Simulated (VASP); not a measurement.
Write the native input for VASP 6.6.1 that does the following.

| Quantity | Value |
| --- | --- |
| Task | single point |
| Functional | PBE |
| Potentials or basis | VASP PAW PBE potentials, release 64 (B, As) |
| Cutoff | 500 eV |
| k mesh | 6 × 6 × 6 |
| Occupations | methfessel-paxton, width 0.272114 eV |
| Spin | no spin polarisation |
| Dipole correction | no |
| Further INCAR settings | ALGO = Normal; EDIFF = 1e-06; NBANDS = 11 |

The structure of BAs lies in POSCAR:

```
BAs
1.0
    0.0000000000      2.4096270000      2.4096270000
    2.4096270000      0.0000000000      2.4096270000
    2.4096270000      2.4096270000      0.0000000000
B As
1 1
Direct
    0.2500000000      0.2500000000      0.2500000000
    0.0000000000      0.0000000000      0.0000000000
```

These files were run (other wordings do the same):

INCAR

```
PREC = Accurate
ENCUT = 500
EDIFF = 1E-6
ISMEAR = 1
SIGMA = 0.27211386245988
LREAL = F
LASPH = T
NELM = 120
ALGO = Normal
ISIF = 2
LWAVE = F
LCHARG = F
GGA = PE
NBANDS = 11
GGA_COMPAT = F
```

KPOINTS

```
regular mesh
0
Gamma
  6 6 6
```

Potentials or basis: VASP PAW PBE potentials, release 64 (B, As).

Command:

```bash
$ cat potpaw_PBE.64/B/POTCAR potpaw_PBE.64/As/POTCAR > POTCAR
$ mpirun -np 1 vasp_std > vasp.out
```

Results of the run:

| Item | Value |
| --- | --- |
| Pressure | -0.2 GPa |
| Band gap on the k mesh | 1.29 eV, indirect (least direct gap 3.24 eV) |

It took 4.6 s on 1 thread of Intel(R) Xeon(R) 6975P-C (Granite Rapids) (shared host), peak memory 0.15 GiB.
